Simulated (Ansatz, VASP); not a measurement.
# F: VASP beside Ansatz

Contents of INCAR:

```
SYSTEM = F
PREC = Accurate
ENCUT = 520
EDIFF = 1E-7
ISMEAR = 0
SIGMA = 0.05
LREAL = .False.
LASPH = .True.
NELM = 60
ALGO = Normal
ISIF = 2
LWAVE = .False.
LCHARG = .True.
GGA = PS
LELF = .True.
LVHAR = .True.
NBANDS = 22
```

Contents of KPOINTS:

```
regular mesh
0
Gamma
  4 4 2
  0 0 0
```

File POSCAR:

```
F
1.0
    3.1573117572     -1.8146152765     -0.2435191204
    3.1573117572      1.8146152765     -0.2435191204
   -2.3740572529      0.0000000000      7.2670371310
F
4
Direct
    0.0848459664      0.0848459664      0.1019959513
    0.9151540336      0.9151540336      0.8980040487
    0.5015719855      0.5015719855      0.5937195244
    0.4984280145      0.4984280145      0.4062804756
```

Input for Ansatz:

```yaml
crystal:
  lattice:
    - [3.1573117572, -1.8146152765, -0.2435191204]
    - [3.1573117572, 1.8146152765, -0.2435191204]
    - [-2.3740572529, 0.0, 7.267037131]
  atoms:
    - { symbol: F, position: [0.0848459664, 0.0848459664, 0.1019959513] }
    - { symbol: F, position: [0.9151540336, 0.9151540336, 0.8980040487] }
    - { symbol: F, position: [0.5015719855, 0.5015719855, 0.5937195244] }
    - { symbol: F, position: [0.4984280145, 0.4984280145, 0.4062804756] }
basis:
  ecutwfc: 520.0
kpoints:
  mp_grid: { grid: [4, 4, 2] }
hamiltonian:
  xc: pbesol
scf:
  occupations: { method: gaussian, width: 0.05 }
output:
  forces: true
  stress: true
  eigenvalues: true
```

Alike in both runs: task single point; functional PBEsol; k mesh 4 × 4 × 2; occupations gaussian, width 0.05 eV; no spin polarisation.

```csv
,VASP,Ansatz
version,VASP 6.6.1,Ansatz 0.2.0
potentials or method,"VASP PAW PBE potentials, release 64 (F), cutoff 520 eV","scalar-relativistic, plane waves, PAW"
valence electrons in the cell,28,28
```

|  | VASP | Ansatz | Ansatz less VASP |
| --- | --- | --- | --- |
| gap on the k mesh at the Fermi level (eV) | 2.04 | 2.09 | +0.051 |
| least direct gap on the mesh (eV) | 2.13 | 2.18 | +0.050 |
| pressure (GPa) | -3.8 | -3.9 | -0.12 |
| traceless stress, the component that is largest in VASP (GPa) | -5.08 | -6.10 | -1.015 |
| rms of the force components (eV/Å) | 1.112 | 1.238 | +0.1256 |

VASP's potentials were made for PBE, not for PBEsol. Atom by atom the forces differ by 0.181 eV/Å (rms over components).

The k mesh is coarse, so the values compare programs but aren't converged.
